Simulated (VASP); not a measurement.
# Si24H2O in VASP: single point with PBE+D3(BJ)

Aim: the single point of Si24H2O with PBE+D3(BJ).

Everything below comes from runs of VASP 6.6.1. Logs are shortened: lines on timing, memory, paths and dates and some standing lists are left out, and cuts for length are marked.

## (1) The cell of the first run

The cell holds a slab with vacuum, 27 atoms: a = 7.667 Å, b = 7.667 Å, c = 26.609 Å, α = 90.00°, β = 90.00°, γ = 120.00°.

## (2) Single point, PBE+D3(BJ)

INCAR

```
SYSTEM = Si24H2O
PREC = Accurate ; ENCUT = 520
EDIFF = 1E-6 ; ISMEAR = 0
SIGMA = 0.05 ; LREAL = Auto
LASPH = .TRUE. ; NELM = 100
ALGO = Normal ; ISIF = 2
LWAVE = .FALSE. ; LCHARG = .FALSE.
LDIPOL = .TRUE. ; IDIPOL = 3
DIPOL = 0.5 0.5 0.454 ; GGA = PE
IVDW = 12 ; NBANDS = 71
```

KPOINTS

```
Automatic mesh
0
G
  3 3 1
  0 0 0
```

POSCAR

```
Si24H2O
1.0
    7.6671877233      0.0000000000      0.0000000000
   -3.8335938617      6.6399793440      0.0000000000
    0.0000000000      0.0000000000     26.6088616316
Si O H
24 1 2
Direct
    0.6666666667      0.3333333333      0.3006517194
    0.6666666667      0.8333333333      0.3006517194
    0.1666666667      0.3333333333      0.3006517194
    0.1666666667      0.8333333333      0.3006517194
    0.5000000000      0.5000000000      0.3300603082
    0.5000000000      0.0000000000      0.3300603082
    0.0000000000      0.5000000000      0.3300603082
    0.0000000000      0.0000000000      0.3300603082
    0.0000000000      0.5000000000      0.4182860746
    0.0000000000      0.0000000000      0.4182860746
    0.5000000000      0.5000000000      0.4182860746
    0.5000000000      0.0000000000      0.4182860746
    0.8320661064      0.6670729423      0.4493091873
    0.8340246804      0.1660237495      0.4429245245
    0.3338506417      0.6660324228      0.4462929315
    0.3328408753      0.1679946636      0.4490695555
    0.3339079517      0.6633663046      0.5356402657
    0.3174006058      0.1818597333      0.5399589764
    0.8155138234      0.6804592476      0.5403803608
    0.8378133592      0.1608104913      0.5303392880
    0.1614159571      0.8359973464      0.5503312292
    0.1483343923      0.3436757834      0.5732544195
    0.6535933259      0.8501917210      0.5731711768
    0.6665364405      0.3307953611      0.5546767228
    0.7053951537      1.2883136898      0.6263393464
    0.6548347926      1.1398602895      0.6279991253
    0.8541875433      1.3446194139      0.6290294390
```

Potentials or basis: VASP PAW PBE potentials, release 64 (Si, O, H).

On the command line:

```console
$ cat potpaw_PBE.64/Si/POTCAR potpaw_PBE.64/O/POTCAR potpaw_PBE.64/H/POTCAR > POTCAR
$ mpirun -np 1 vasp_std > vasp.out
```

OUTCAR:

```text
SYSTEM = Si24H2O
   PREC = Accurate
   ENCUT = 520
   EDIFF = 1E-6
   ISMEAR = 0
   LREAL = Auto
   LASPH = .TRUE.
   NELM = 100
   ISIF = 2
   GGA = PE
   IVDW = 12
 IVDW          = 12

 ion  position               nearest neighbor table
   1  0.667  0.333  0.301-   7 2.35   6 2.35   5 2.35
   2  0.667  0.833  0.301-   8 2.35   5 2.35   6 2.35
   3  0.167  0.333  0.301-   5 2.35   8 2.35   7 2.35
   4  0.167  0.833  0.301-   6 2.35   7 2.35   8 2.35
   5  0.500  0.500  0.330-   3 2.35   2 2.35  11 2.35   1 2.35
   6  0.500  0.000  0.330-   4 2.35   1 2.35  12 2.35   2 2.35
   7  0.000  0.500  0.330-   1 2.35   4 2.35   9 2.35   3 2.35
   8  0.000  0.000  0.330-   2 2.35   3 2.35  10 2.35   4 2.35
   9  0.000  0.500  0.418-  14 2.31  15 2.34   7 2.35  13 2.37
  10  0.000  0.000  0.418-  14 2.30   8 2.35  16 2.36  13 2.36
[... 8 lines left out ...]
  19  0.816  0.680  0.540-  21 2.32  24 2.36  23 2.37  13 2.43
  20  0.838  0.161  0.530-  14 2.33  24 2.36  22 2.37  23 2.37
  21  0.161  0.836  0.550-  19 2.32  18 2.32  17 2.32
  22  0.148  0.344  0.573-  17 2.36  20 2.37  18 2.37
  23  0.654  0.850  0.573-  17 2.35  20 2.37  19 2.37
  24  0.667  0.331  0.555-  25 1.98  20 2.36  18 2.36  19 2.36
  25  0.705  0.288  0.626-  27 1.00  26 1.00  24 1.98
  26  0.655  0.140  0.628-  25 1.00
  27  0.854  0.345  0.629-  25 1.00

  LATTYP: Found a hexagonal cell.
 ALAT       =     7.6671877233
 C/A-ratio  =     3.4704852146

  Lattice vectors:

 A1 = (   7.6671877233,   0.0000000000,   0.0000000000)
 A2 = (  -3.8335938617,   6.6399793440,   0.0000000000)
 A3 = (   0.0000000000,   0.0000000000,  26.6088616316)

Analysis of symmetry for initial positions (statically):
=====================================================================
 Subroutine PRICEL returns:
 Original cell was already a primitive cell.

 Routine SETGRP: Setting up the symmetry group for a
 hexagonal supercell.

 Subroutine GETGRP returns: Found  1 space group operations
 (whereof  1 operations were pure point group operations)
 out of a pool of 24 trial point group operations.

The static configuration has the point symmetry C_1 .

Analysis of symmetry for dynamics (positions and initial velocities):
=====================================================================
 Subroutine PRICEL returns:
 Original cell was already a primitive cell.

 Routine SETGRP: Setting up the symmetry group for a
 hexagonal supercell.

 Subroutine GETGRP returns: Found  1 space group operations
 (whereof  1 operations were pure point group operations)
 out of a pool of 24 trial point group operations.

The dynamic configuration has the point symmetry C_1 .

 Subroutine INISYM returns: Found  1 space group operations
 (whereof  1 operations are pure point group operations),
 and found     1 'primitive' translations

----------------------------------------------------------------------------------------

                                     Primitive cell

  volume of cell :    1354.6563

  direct lattice vectors                    reciprocal lattice vectors
     7.667187723  0.000000000  0.000000000     0.130425918  0.075301439  0.000000000
    -3.833593862  6.639979344  0.000000000     0.000000000  0.150602878  0.000000000
     0.000000000  0.000000000 26.608861632     0.000000000  0.000000000  0.037581465

  length of vectors
     7.667187723  7.667187723 26.608861632     0.150602878  0.150602878  0.037581465

  position of ions in fractional coordinates (direct lattice)
     0.666666667  0.333333333  0.300651719
     0.666666667  0.833333333  0.300651719
     0.166666667  0.333333333  0.300651719
     0.166666667  0.833333333  0.300651719
     0.500000000  0.500000000  0.330060308
     0.500000000  0.000000000  0.330060308
[... 19 lines left out ...]
     0.654834793  0.139860289  0.627999125
     0.854187543  0.344619414  0.629029439

  ion indices of the primitive-cell ions
   primitive index   ion index
                 1           1
                 2           2
                 3           3
                 4           4
                 5           5
                 6           6
[... 19 lines left out ...]
                26          26
                27          27

----------------------------------------------------------------------------------------

 KPOINTS: Automatic mesh

Automatic generation of k-mesh.
 Grid dimensions read from file:
 generate k-points for:    3    3    1

 Generating k-lattice:

  Cartesian coordinates                     Fractional coordinates (reciprocal lattice)
     0.043475306  0.025100480  0.000000000     0.333333333  0.000000000  0.000000000
     0.000000000  0.050200959  0.000000000     0.000000000  0.333333333  0.000000000
     0.000000000  0.000000000  0.037581465     0.000000000  0.000000000  1.000000000

  Length of vectors
     0.050200959  0.050200959  0.037581465

  Shift w.r.t. Gamma in fractional coordinates (k-lattice)
     0.000000000  0.000000000  0.000000000

 Subroutine IBZKPT returns following result:
 ===========================================

 Found      5 irreducible k-points:

 Following reciprocal coordinates:
            Coordinates               Weight
  0.000000  0.000000  0.000000      1.000000
  0.333333  0.000000  0.000000      2.000000
  0.000000  0.333333  0.000000      2.000000
 -0.333333  0.333333  0.000000      2.000000
  0.333333  0.333333  0.000000      2.000000
   k-points           NKPTS =      5   k-points in BZ     NKDIM =      5   number of bands    NBANDS=     71
   number of dos      NEDOS =    301   number of ions     NIONS =     27
   total plane-waves  NPLWV = 720000
   dimension x,y,z NGX =    60 NGY =   60 NGZ =  200
   dimension x,y,z NGXF=   120 NGYF=  120 NGZF=  400
   ions per type =              24   1   2
   NGX,Y,Z   is equivalent  to a cutoff of  13.01, 13.01, 12.50 a.u.
   NGXF,Y,Z  is equivalent  to a cutoff of  26.02, 26.02, 24.99 a.u.
 SYSTEM =  Si24H2O
   PREC   = accura    normal or accurate (medium, high low for compatibility)
   ISTART =      0    job   : 0-new  1-cont  2-samecut
   ICHARG =      2    charge: 1-file 2-atom 10-const
   ISPIN  =      1    spin polarized calculation?
   LNONCOLLINEAR =      F non collinear calculations
   LSORBIT =      F    spin-orbit coupling
   LASPH  =      T    aspherical Exc in radial PAW
   ENCUT  =  520.0 eV  38.22 Ry    6.18 a.u.  14.26 14.26 49.47*2*pi/ulx,y,z
   NELM   =    100;   NELMIN=  2; NELMDL= -5     # of ELM steps
   EDIFF  = 0.1E-05   stopping-criterion for ELM
   LREAL  =      T    real-space projection
   EDIFFG = 0.1E-04   stopping-criterion for IOM
   NSW    =      0    number of steps for IOM
   IBRION =     -1    ionic relax: 0-MD 1-quasi-New 2-CG
   NFREE  =      0    steps in history (QN), initial steepest desc. (CG)
   ISIF   =      2    stress and relaxation
   ISYM   =      2    0-nonsym 1-usesym 2-fastsym
   POTIM  = 0.5000    time-step for ionic-motion
   TEBEG  =    0.0;   TEEND  =   0.0 temperature during run
   PSTRESS=    0.0 pullay stress
   NELECT =     104.0000    total number of electrons
   NUPDOWN=      -1.0000    fix difference up-down
   EMIN   =  10.00;   EMAX   =-10.00  energy-range for DOS
   EFERMI =   0.00;   METHOD = LEGACY
   ISMEAR =     0;   SIGMA  =   0.05  broadening in eV -4-tet -1-fermi 0-gaus
   EFERMI_NEDOS =   21; number of points for ismear=-14 and -15
   IALGO  =     38    algorithm
   IMIX   =      4    mixing-type and parameters
     AMIX     =   0.40;   BMIX     =  1.00
     AMIX_MAG =   1.60;   BMIX_MAG =  1.00
  volume/ion in A,a.u.               =      50.17       338.58
  Fermi-wavevector in a.u.,A,eV,Ry     =   0.695787  1.314847  6.586844  0.484119
  Thomas-Fermi vector in A             =   1.778656
   LORBIT       =      0    0 simple, 1 ext, 2 COOP (PROOUT), +10 PAW based schemes
   GGA     = PE    functional components
   LHFCALC =     F    Hartree Fock is set to
   AEXX    =    0.0000 exact exchange contribution
   IVDW    =    12    specifies the selected vdW correction
   LEPSILON=     F    determine dielectric tensor
   LRPA    =     F    only Hartree local field effects (RPA)
 non-spin polarized calculation
 Gauss-broadening in eV      SIGMA  =   0.05
  energy-cutoff  :      520.00
  volume of cell :     1354.66
 maximum number of plane-waves:     36525
 NGX is ok and might be reduce to    60
   NGX = 29   NGY = 29   NGZ = 99

 dipolmoment           0.000000      0.000000      0.527798 electrons x Angstroem

 number of electron     104.0000006 magnetization

 dipolmoment           0.000000      0.000000     -0.155401 electrons x Angstroem

 Free energy of the ion-electron system (eV)
  ---------------------------------------------------
  ext. energy  EPLUGINS =         0.00000000
  ---------------------------------------------------
  free energy    TOTEN  =      -135.39441802 eV

  energy without entropy =     -135.37834808  energy(sigma->0) =     -135.38638305

 E-fermi :  -0.7160     XC(G=0):  -4.0353

 val. band max:       -0.7514155135   @ k =   0.0000   0.0000   0.0000
 cond. band min:      -0.7053711128   @ k =  -0.3333   0.3333   0.0000
 fundamental gap:      0.0460444007
 Fermi energy:        -0.7159895795

 k-point     1 :       0.0000    0.0000    0.0000
  band No.  band energies     occupation
      1     -24.3066      2.00000
      2     -12.5252      2.00000
      3     -11.7050      2.00000
      4     -11.5891      2.00000
      5     -10.8024      2.00000
      6     -10.3750      2.00000
[... 56 lines left out ...]
     63       1.0467      0.00000
     64       1.4271      0.00000

 k-point     2 :       0.3333    0.0000    0.0000
  band No.  band energies     occupation
      1     -24.3066      2.00000
      2     -12.2083      2.00000
      3     -11.6125      2.00000
      4     -11.4099      2.00000
      5     -11.2599      2.00000
      6     -10.6720      2.00000
[... 56 lines left out ...]
     63       1.8075      0.00000
     64       1.9269      0.00000

 k-point     3 :       0.0000    0.3333    0.0000
  band No.  band energies     occupation
      1     -24.3066      2.00000
      2     -12.2087      2.00000
      3     -11.6129      2.00000
      4     -11.4115      2.00000
      5     -11.2581      2.00000
      6     -10.6718      2.00000
[... 56 lines left out ...]
     63       1.8097      0.00000
     64       1.9261      0.00000

 k-point     4 :      -0.3333    0.3333    0.0000
  band No.  band energies     occupation
      1     -24.3066      2.00000
      2     -12.2103      2.00000
      3     -11.5970      2.00000
      4     -11.4636      2.00000
      5     -11.2306      2.00000
      6     -10.6470      2.00000
[... 56 lines left out ...]
     63       1.7754      0.00000
     64       1.9141      0.00000

 k-point     5 :       0.3333    0.3333    0.0000
  band No.  band energies     occupation
      1     -24.3066      2.00000
      2     -11.6771      2.00000
      3     -11.6564      2.00000
      4     -11.5503      2.00000
      5     -11.4838      2.00000
      6     -10.9651      2.00000
[... 56 lines left out ...]
     63       2.5023      0.00000
     64       2.5642      0.00000
 [bands above 64 left out]

------------------------ aborting loop because EDIFF is reached ----------------------------------------

 vacuum level on the upper side and lower side of the slab       (xc-potential included)        -0.356         0.199

 Edisp (eV)   -6.69287

 E8    (eV) :    -2.8433

  FORCE on cell =-STRESS in cart. coord.  units (eV):
  Direction    XX          YY          ZZ          XY          YZ          ZX
  --------------------------------------------------------------------------------------
  -------------------------------------------------------------------------------------
  Total      -3.83019    -2.95094    -0.38247     0.84881    -0.07159     0.22632
  in kB      -4.53003    -3.49014    -0.45235     1.00391    -0.08468     0.26767
  external pressure =       -2.82 kB  Pullay stress =        0.00 kB

 VOLUME and BASIS-vectors are now :
 -----------------------------------------------------------------------------
  energy-cutoff  :      520.00
  volume of cell :     1354.66
      direct lattice vectors                 reciprocal lattice vectors
     7.667187723  0.000000000  0.000000000     0.130425918  0.075301439  0.000000000
    -3.833593862  6.639979344  0.000000000     0.000000000  0.150602878  0.000000000
     0.000000000  0.000000000 26.608861632     0.000000000  0.000000000  0.037581465

 POSITION                                       TOTAL-FORCE (eV/Angst)
 -----------------------------------------------------------------------------------
      3.83359      2.21333      8.00000        -0.113836      0.063091      0.676514
      1.91680      5.53332      8.00000        -0.016494     -0.087675      0.578740
      0.00000      2.21333      8.00000         0.066643      0.055344      0.577195
     -1.91680      5.53332      8.00000        -0.024617      0.014952      0.674578
      1.91680      3.31999      8.78253         0.006353     -0.000668     -0.767326
      3.83359      0.00000      8.78253         0.020376     -0.003011     -0.915275
[... 19 lines left out ...]
      4.48457      0.92867     16.71034        -0.018109     -0.079928      0.015473
      5.22809      2.28827     16.73776         0.065290      0.054306      0.017349
 -----------------------------------------------------------------------------------
    total drift:                               -0.000806      0.011833      0.006242

  FREE ENERGIE OF THE ION-ELECTRON SYSTEM (eV)
  ---------------------------------------------------
  free  energy   TOTEN  =      -142.0872913725 eV

  energy  without entropy=     -142.0712214311  energy(sigma->0) =     -142.07925640

 vacuum level on the upper side and lower side of the slab         3.406         3.973
```

It took 31 min on 1 thread of Intel Xeon Platinum 8259CL at 2.50GHz (Skylake/Cascade Lake), shared host; peak memory 1.3 GiB.

Results:

```yaml
Free_energy: -142.0873 eV
Largest_force: 0.916 eV/Å
Band_gap_on_the_k_mesh: zero (band 52 reaches -0.61 eV, above the bottom of band 53 at -0.75 eV)
Dispersion_energy_per_atom: -0.248 eV
```

Forces in eV/Å, atoms in the order of the input:
```
Si  -0.114  0.063  0.677
Si  -0.016 -0.088  0.579
Si   0.067  0.055  0.577
Si  -0.025  0.015  0.675
Si   0.006 -0.001 -0.767
Si   0.020 -0.003 -0.915
Si   0.013 -0.018 -0.910
Si   0.008 -0.006 -0.652
Si  -0.126  0.268  0.210
Si   0.347 -0.216  0.147
Si   0.105 -0.050  0.200
Si  -0.289 -0.033  0.210
Si   0.001  0.000 -0.003
Si  -0.005  0.000  0.002
Si  -0.002  0.001  0.000
Si   0.005 -0.004 -0.003
Si  -0.004  0.004  0.002
Si   0.001  0.005  0.011
Si   0.003 -0.005  0.000
Si  -0.004  0.002 -0.001
Si  -0.001 -0.001 -0.010
Si   0.006  0.000 -0.009
Si   0.006  0.000  0.001
Si  -0.020  0.015 -0.019
O   -0.029  0.020 -0.035
H   -0.018 -0.080  0.015
H    0.065  0.054  0.017
```
